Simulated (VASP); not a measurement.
Wanted: the native input for a VASP 6.6.1 run.

| Quantity | Value |
| --- | --- |
| Task | single point |
| Functional | PBE |
| Potentials or basis | VASP PAW PBE potentials, release 64 (Co, Pt, O) |
| Cutoff | 520 eV |
| k mesh | 12 × 12 × 2 |
| Occupations | gaussian, width 0.1 eV |
| Spin | no spin polarisation |
| Dipole correction | no |
| Further INCAR settings | ALGO = Normal; EDIFF = 1e-06; NBANDS = 58 |

The structure of CoPtO2 lies in POSCAR:

```
CoPtO2
1.0
    3.0260773526      0.0000000000      0.0000000000
   -1.5130386763      2.6206598612      0.0000000000
    0.0000000000      0.0000000000     17.2394568676
Co Pt O
3 3 6
Direct
    0.6666666667      0.3333333333      0.8333333333
    0.3333333333      0.6666666667      0.1666666667
    0.0000000000      0.0000000000      0.5000000000
    0.0000000000      0.0000000000      0.0000000000
    0.6666666667      0.3333333333      0.3333333333
    0.3333333333      0.6666666667      0.6666666667
    0.0000000000      0.0000000000      0.8860600989
    0.3333333333      0.6666666667      0.7806065678
    0.6666666667      0.3333333333      0.2193934322
    0.0000000000      0.0000000000      0.1139399011
    0.3333333333      0.6666666667      0.5527267655
    0.6666666667      0.3333333333      0.4472732345
```

This cell differs from its parent crystal: biaxial strain in the a-b plane: +6.0 %.

These files were run (other wordings do the same):

INCAR

```
PREC     = Accurate       # precision mode
ENCUT    = 520            # plane-wave cutoff, eV
EDIFF    = 1E-6           # SCF threshold, eV
ISMEAR   = 0              # smearing method
SIGMA    = 0.1            # smearing width, eV
LREAL    = False          # projectors in reciprocal space
LASPH    = True           # aspherical terms in the spheres
NELM     = 100            # most SCF steps
ALGO     = Normal         # electronic algorithm
ISIF     = 2              # what is computed and relaxed
LWAVE    = False          # write WAVECAR
LCHARG   = False          # write CHGCAR
GGA      = PE             # functional
NBANDS   = 58             # bands
```

KPOINTS

```
Automatic mesh
0
Gamma
  12 12 2
```

Potentials or basis: VASP PAW PBE potentials, release 64 (Co, Pt, O).

Run with:

```bash
$ cat potpaw_PBE.64/Co/POTCAR potpaw_PBE.64/Pt/POTCAR potpaw_PBE.64/O/POTCAR > POTCAR
$ mpirun -np 1 vasp_std > vasp.out
```

Results of the run:

The pressure is -9.2 GPa and the largest force is 0.533 eV/Å. The band gap on the k mesh is zero (an odd number of electrons rules out a gap without spin polarisation).

Caveat: the cell differs from its parent crystal (biaxial strain in the a-b plane: +6.0 %); the stress differs along the axes, from -18 to 8 GPa; spin-orbit coupling is left out, which moves the levels of the heavy elements; an odd number of electrons without spin polarisation forces a metal; a magnetic or distorted state may lie lower; the run has no spin polarisation, though such a crystal can be magnetic; semilocal functionals often make such compounds metallic where correlation or magnetic order opens a gap, which also shifts bond lengths.

Wall time 3.6 min on 1 thread of Intel(R) Xeon(R) 6975P-C (Granite Rapids), on a shared host, peak memory 0.39 GiB.
